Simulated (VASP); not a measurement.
# Ge (I4_1/amd) in VASP: further runs

Runs on Ge. Level: PBE. Tasks: single point.

All numbers are computed with VASP 6.6.1; they aren't measurements. Logs are shortened: lines on timing, memory, paths and dates and some standing lists are left out, and cuts for length are marked.

### 1 The cell of the first run

It takes space group I4_1/amd (No. 141, tetragonal). The conventional cell has a = 4.074 Å, b = 4.074 Å, c = 5.675 Å, α = 90.00°, β = 90.00°, γ = 90.00°. Within 3.3 Å of Ge (site symmetry -4m2) lie 4 Ge at 2.48 Å.

### 2 Single point, PBE (strain -0.0150 x Voigt [0, 1, 0, 0, 0, 0])

The input, INCAR:

```
SYSTEM = Ge
PREC = Accurate
ENCUT = 520
EDIFF = 1E-6
ISMEAR = 0
SIGMA = 0.15
LREAL = .FALSE.
LASPH = .TRUE.
NELM = 80
ALGO = Normal
ISIF = 2
LWAVE = .FALSE.
LCHARG = .FALSE.
GGA = PE
NBANDS = 21
```

The input, KPOINTS:

```
regular mesh
0
G
  18 18 18
  0 0 0
```

The input, POSCAR:

```
Ge
1.0
    0.0000000000      2.8373267503      2.8805347719
    2.8805347719      0.0000000000      2.8805347719
    2.8805347719      2.8373267503      0.0000000000
Ge
2
Direct
    0.5000000000      0.5000000000      0.5000000000
    0.7500000000      0.7500000000      0.7500000000
```

Potentials or basis: VASP PAW PBE potentials, release 64 (Ge_d).

Started as:

```console
> cat potpaw_PBE.64/Ge_d/POTCAR > POTCAR
> mpirun -np 1 vasp_std > vasp.out
```

OUTCAR:

```text
SYSTEM = Ge
   PREC = Accurate
   ENCUT = 520
   EDIFF = 1E-6
   ISMEAR = 0
   LREAL = .FALSE.
   LASPH = .TRUE.
   NELM = 80
   ISIF = 2
   GGA = PE

 ion  position               nearest neighbor table
   1  0.500  0.500  0.500-   2 2.48   2 2.48   2 2.48   2 2.48
   2  0.750  0.750  0.750-   1 2.48   1 2.48   1 2.48   1 2.48

  LATTYP: Found a body centered tetragonal cell.
 ALAT       =     4.0736913413
 C/A-ratio  =     1.3930003589

  Lattice vectors:

 A1 = (   0.0000000000,  -2.8373267503,   2.8805347719)
 A2 = (   0.0000000000,  -2.8373267503,  -2.8805347719)
 A3 = (   2.8805347719,   2.8373267503,   0.0000000000)

Analysis of symmetry for initial positions (statically):
=====================================================================
 Subroutine PRICEL returns:
 Original cell was already a primitive cell.

 Routine SETGRP: Setting up the symmetry group for a
 body centered tetragonal supercell.

 Subroutine GETGRP returns: Found 16 space group operations
 (whereof  8 operations were pure point group operations)
 out of a pool of 16 trial point group operations.

The static configuration has the point symmetry D_2d.
 The point group associated with its full space group is D_4h.

Analysis of symmetry for dynamics (positions and initial velocities):
=====================================================================
 Subroutine PRICEL returns:
 Original cell was already a primitive cell.

 Routine SETGRP: Setting up the symmetry group for a
 body centered tetragonal supercell.

 Subroutine GETGRP returns: Found 16 space group operations
 (whereof  8 operations were pure point group operations)
 out of a pool of 16 trial point group operations.

The dynamic configuration has the point symmetry D_2d.
 The point group associated with its full space group is D_4h.

 Subroutine INISYM returns: Found 16 space group operations
 (whereof  8 operations are pure point group operations),
 and found     1 'primitive' translations

----------------------------------------------------------------------------------------

                                     Primitive cell

  volume of cell :      47.0853

  direct lattice vectors                    reciprocal lattice vectors
     0.000000000  2.837326750  2.880534772    -0.173578880  0.176222213  0.173578880
     2.880534772  0.000000000  2.880534772     0.173578880 -0.176222213  0.173578880
     2.880534772  2.837326750  0.000000000     0.173578880  0.176222213 -0.173578880

  length of vectors
     4.043254093  4.073691341  4.043254093     0.302181276  0.302181276  0.302181276

  position of ions in fractional coordinates (direct lattice)
     0.500000000  0.500000000  0.500000000
     0.750000000  0.750000000  0.750000000

  ion indices of the primitive-cell ions
   primitive index   ion index
                 1           1
                 2           2

----------------------------------------------------------------------------------------

 KPOINTS: regular mesh

Automatic generation of k-mesh.
 Grid dimensions read from file:
 generate k-points for:   18   18   18

 Generating k-lattice:

  Cartesian coordinates                     Fractional coordinates (reciprocal lattice)
    -0.009643271  0.009790123  0.009643271     0.055555556  0.000000000  0.000000000
     0.009643271 -0.009790123  0.009643271     0.000000000  0.055555556  0.000000000
     0.009643271  0.009790123 -0.009643271     0.000000000  0.000000000  0.055555556

  Length of vectors
     0.016787849  0.016787849  0.016787849

  Shift w.r.t. Gamma in fractional coordinates (k-lattice)
     0.000000000  0.000000000  0.000000000

 Subroutine IBZKPT returns following result:
 ===========================================

 Found    480 irreducible k-points:

 Following reciprocal coordinates:
            Coordinates               Weight
  0.000000  0.000000  0.000000      1.000000
  0.055556  0.000000  0.000000      8.000000
  0.111111  0.000000  0.000000      8.000000
  0.166667  0.000000  0.000000      8.000000
  0.222222  0.000000  0.000000      8.000000
  0.277778  0.000000  0.000000      8.000000
[... 16 lines left out ...]
 -0.277778  0.055556  0.000000     16.000000
 -0.222222  0.055556  0.000000     16.000000
 [... further k-points ...]
   k-points           NKPTS =    480   k-points in BZ     NKDIM =    480   number of bands    NBANDS=     21
   number of dos      NEDOS =    301   number of ions     NIONS =      2
   total plane-waves  NPLWV =  27000
   dimension x,y,z NGX =    30 NGY =   30 NGZ =   30
   dimension x,y,z NGXF=    60 NGYF=   60 NGZF=   60
   ions per type =               2
   NGX,Y,Z   is equivalent  to a cutoff of  12.34, 12.24, 12.34 a.u.
   NGXF,Y,Z  is equivalent  to a cutoff of  24.67, 24.49, 24.67 a.u.
 SYSTEM =  Ge
   PREC   = accura    normal or accurate (medium, high low for compatibility)
   ISTART =      0    job   : 0-new  1-cont  2-samecut
   ICHARG =      2    charge: 1-file 2-atom 10-const
   ISPIN  =      1    spin polarized calculation?
   LNONCOLLINEAR =      F non collinear calculations
   LSORBIT =      F    spin-orbit coupling
   LASPH  =      T    aspherical Exc in radial PAW
   ENCUT  =  520.0 eV  38.22 Ry    6.18 a.u.   7.52  7.57  7.52*2*pi/ulx,y,z
   NELM   =     80;   NELMIN=  2; NELMDL= -5     # of ELM steps
   EDIFF  = 0.1E-05   stopping-criterion for ELM
   LREAL  =      F    real-space projection
   EDIFFG = 0.1E-04   stopping-criterion for IOM
   NSW    =      0    number of steps for IOM
   IBRION =     -1    ionic relax: 0-MD 1-quasi-New 2-CG
   NFREE  =      0    steps in history (QN), initial steepest desc. (CG)
   ISIF   =      2    stress and relaxation
   ISYM   =      2    0-nonsym 1-usesym 2-fastsym
   POTIM  = 0.5000    time-step for ionic-motion
   TEBEG  =    0.0;   TEEND  =   0.0 temperature during run
   PSTRESS=    0.0 pullay stress
   NELECT =      28.0000    total number of electrons
   NUPDOWN=      -1.0000    fix difference up-down
   EMIN   =  10.00;   EMAX   =-10.00  energy-range for DOS
   EFERMI =   0.00;   METHOD = LEGACY
   ISMEAR =     0;   SIGMA  =   0.15  broadening in eV -4-tet -1-fermi 0-gaus
   EFERMI_NEDOS =   21; number of points for ismear=-14 and -15
   IALGO  =     38    algorithm
   IMIX   =      4    mixing-type and parameters
     AMIX     =   0.40;   BMIX     =  1.00
     AMIX_MAG =   1.60;   BMIX_MAG =  1.00
  volume/ion in A,a.u.               =      23.54       158.87
  Fermi-wavevector in a.u.,A,eV,Ry     =   1.376678  2.601544 25.786330  1.895242
  Thomas-Fermi vector in A             =   2.501901
   LORBIT       =      0    0 simple, 1 ext, 2 COOP (PROOUT), +10 PAW based schemes
   GGA     = PE    functional components
   LHFCALC =     F    Hartree Fock is set to
   AEXX    =    0.0000 exact exchange contribution
   IVDW    =     0    specifies the selected vdW correction
   LEPSILON=     F    determine dielectric tensor
   LRPA    =     F    only Hartree local field effects (RPA)
 non-spin polarized calculation
 Gauss-broadening in eV      SIGMA  =   0.15
  energy-cutoff  :      520.00
  volume of cell :       47.09
 maximum number of plane-waves:      1295
   NGX = 15   NGY = 15   NGZ = 15

 number of electron      27.9999993 magnetization

 Free energy of the ion-electron system (eV)
  ---------------------------------------------------
  ext. energy  EPLUGINS =         0.00000000
  ---------------------------------------------------
  free energy    TOTEN  =        -9.03391433 eV

  energy without entropy =       -9.03336241  energy(sigma->0) =       -9.03363837

 E-fermi :   4.6567     XC(G=0):  -9.7412

 val. band max:        4.5806542405   @ k =   0.0556   0.0000   0.0000
 cond. band min:       4.6819673109   @ k =   0.5000   0.0000   0.0000
 fundamental gap:      0.1013130704
 Fermi energy:         4.6566573970

 k-point     1 :       0.0000    0.0000    0.0000
  band No.  band energies     occupation
      1     -20.1480      2.00000
      2     -20.1449      2.00000
      3     -20.1449      2.00000
      4     -20.1131      2.00000
      5     -20.1123      2.00000
      6     -19.9245      2.00000
[... 13 lines left out ...]
     20      13.8510      0.00000
     21      14.1353      0.00000

 k-point     2 :       0.0556    0.0000    0.0000
  band No.  band energies     occupation
      1     -20.1493      2.00000
      2     -20.1468      2.00000
      3     -20.1451      2.00000
      4     -20.1106      2.00000
      5     -20.1099      2.00000
      6     -19.9272      2.00000
[... 13 lines left out ...]
     20      13.5648      0.00000
     21      13.8123      0.00000

 k-point     3 :       0.1111    0.0000    0.0000
  band No.  band energies     occupation
      1     -20.1532      2.00000
      2     -20.1510      2.00000
      3     -20.1441      2.00000
      4     -20.1046      2.00000
      5     -20.1041      2.00000
      6     -19.9332      2.00000
[... 13 lines left out ...]
     20      13.1307      0.00000
     21      13.3344      0.00000

 k-point     4 :       0.1667    0.0000    0.0000
  band No.  band energies     occupation
      1     -20.1578      2.00000
      2     -20.1555      2.00000
      3     -20.1421      2.00000
      4     -20.0974      2.00000
      5     -20.0970      2.00000
      6     -19.9397      2.00000
[... 13 lines left out ...]
     20      12.8361      0.00000
     21      12.9980      0.00000

 k-point     5 :       0.2222    0.0000    0.0000
  band No.  band energies     occupation
      1     -20.1619      2.00000
      2     -20.1594      2.00000
      3     -20.1395      2.00000
      4     -20.0904      2.00000
      5     -20.0902      2.00000
      6     -19.9455      2.00000
[... 13 lines left out ...]
     20      12.7783      0.00000
     21      12.9026      0.00000
[... 382 lines left out ...]
     20      13.9479      0.00000
     21      15.3619      0.00000

 k-point    22 :      -0.3333    0.0556   -0.0000
  band No.  band energies     occupation
      1     -20.1698      2.00000
      2     -20.1659      2.00000
      3     -20.1303      2.00000
      4     -20.0807      2.00000
      5     -20.0739      2.00000
      6     -19.9599      2.00000
[... 13 lines left out ...]
     20      13.2062      0.00000
     21      14.5501      0.00000

 k-point    23 :      -0.2778    0.0556    0.0000
  band No.  band energies     occupation
      1     -20.1680      2.00000
      2     -20.1633      2.00000
      3     -20.1337      2.00000
      4     -20.0852      2.00000
      5     -20.0776      2.00000
      6     -19.9577      2.00000
[... 13 lines left out ...]
     20      12.7125      0.00000
     21      13.8940      0.00000

 k-point    24 :      -0.2222    0.0556    0.0000
  band No.  band energies     occupation
      1     -20.1653      2.00000
      2     -20.1598      2.00000
      3     -20.1374      2.00000
      4     -20.0906      2.00000
      5     -20.0831      2.00000
      6     -19.9536      2.00000
[... 13 lines left out ...]
     20      12.7018      0.00000
     21      13.4759      0.00000

 [... further k-points ...]

------------------------ aborting loop because EDIFF is reached ----------------------------------------

  FORCE on cell =-STRESS in cart. coord.  units (eV):
  Direction    XX          YY          ZZ          XY          YZ          ZX
  --------------------------------------------------------------------------------------
  -------------------------------------------------------------------------------------
  Total        0.1452427      0.4392131      0.1452427      0.0000000      0.0000000      0.0000000
  in kB        4.9421900     14.9451507      4.9421900      0.0000000      0.0000000      0.0000000
  external PRESSURE =       8.2765102 kB  Pullay stress =       0.0000000 kB

 VOLUME and BASIS-vectors are now :
 -----------------------------------------------------------------------------
  energy-cutoff  :      520.00
  volume of cell :       47.09
      direct lattice vectors                 reciprocal lattice vectors
     0.000000000  2.837326750  2.880534772    -0.173578880  0.176222213  0.173578880
     2.880534772  0.000000000  2.880534772     0.173578880 -0.176222213  0.173578880
     2.880534772  2.837326750  0.000000000     0.173578880  0.176222213 -0.173578880

 POSITION                                       TOTAL-FORCE (eV/Angst)
 -----------------------------------------------------------------------------------
      2.88053      2.83733      2.88053         0.000000      0.000000      0.000000
      4.32080      4.25599      4.32080        -0.000000     -0.000000     -0.000000
 -----------------------------------------------------------------------------------
    total drift:                                0.000000     -0.000000     -0.000000

  FREE ENERGIE OF THE ION-ELECTRON SYSTEM (eV)
  ---------------------------------------------------
  free  energy   TOTEN  =        -9.0339143273 eV

  energy  without entropy=       -9.0333624114  energy(sigma->0) =       -9.03363837
```

Wall time 3.3 min (1 thread of Intel Xeon Platinum 8488C (Sapphire Rapids), shared host); peak memory 0.46 GiB.

What came out:

* Free energy: -9.0339 eV
* Pressure: 0.8 GPa
* Band gap on the k mesh: 0.10 eV (least direct gap 0.11 eV)

Caveat: the cell differs from its parent crystal (strain -0.0150 x Voigt [0, 1, 0, 0, 0, 0]). A k mesh can miss the band edges.

### 3 Single point, PBE (strain -0.0100 x Voigt [0, 1, 0, 0, 0, 0])

The input, INCAR:

```
ALGO     = Normal         # electronic algorithm
EDIFF    = 1E-7           # SCF threshold, eV
ENCUT    = 520            # plane-wave cutoff, eV
GGA      = PE             # functional
ISIF     = 2              # what is computed and relaxed
ISMEAR   = 0              # smearing method
LASPH    = True           # aspherical terms in the spheres
LCHARG   = False          # write CHGCAR
LREAL    = False          # projectors in reciprocal space
LWAVE    = False          # write WAVECAR
NBANDS   = 21             # bands
NELM     = 100            # most SCF steps
PREC     = Accurate       # precision mode
SIGMA    = 0.15           # smearing width, eV
```

The input, KPOINTS:

```
k-points
0
Gamma
  18 18 18
```

The input, POSCAR:

```
Ge
1.0
    0.0000000000      2.8517294242      2.8805347719
    2.8805347719      0.0000000000      2.8805347719
    2.8805347719      2.8517294242      0.0000000000
Ge
2
Direct
    0.5000000000      0.5000000000      0.5000000000
    0.7500000000      0.7500000000      0.7500000000
```

Potentials or basis: VASP PAW PBE potentials, release 64 (Ge_d).

Started as:

```console
> cat potpaw_PBE.64/Ge_d/POTCAR > POTCAR
> mpirun -np 1 vasp_std > vasp.out
```

Run time: 3.4 min. Hardware: 1 thread of Intel Xeon Platinum 8488C (Sapphire Rapids), shared host; peak memory 0.46 GiB.

The run converged. Its results:

```
Free energy            : -9.0359 eV
Pressure               : 0.5 GPa
Band gap on the k mesh : 0.07 eV
```

Stress tensor (GPa, compression positive):
```
0.29 0.00 0.00
0.00 0.96 0.00
0.00 0.00 0.29
```

Levels at points of the mesh, in eV from the valence-band top:
| k point | band 12 | band 13 | band 14 | band 15 | band 16 | band 17 |
| --- | --- | --- | --- | --- | --- | --- |
| (0.00, 0.00, 0.00) | -0.34 | 0.00 | 0.00 | 0.07 | 2.53 | 2.58 |
| (0.50, 0.00, 0.00) | -7.38 | -1.36 | -1.27 | 0.08 | 3.72 | 3.78 |
| (0.50, 0.50, 0.00) | -8.71 | -2.87 | -2.87 | 0.86 | 0.86 | 9.17 |
| (0.50, 0.00, 0.50) | -8.67 | -2.94 | -2.94 | 0.78 | 0.78 | 9.19 |

Caveat: the cell differs from its parent crystal (strain -0.0100 x Voigt [0, 1, 0, 0, 0, 0]). A k mesh can miss the band edges.
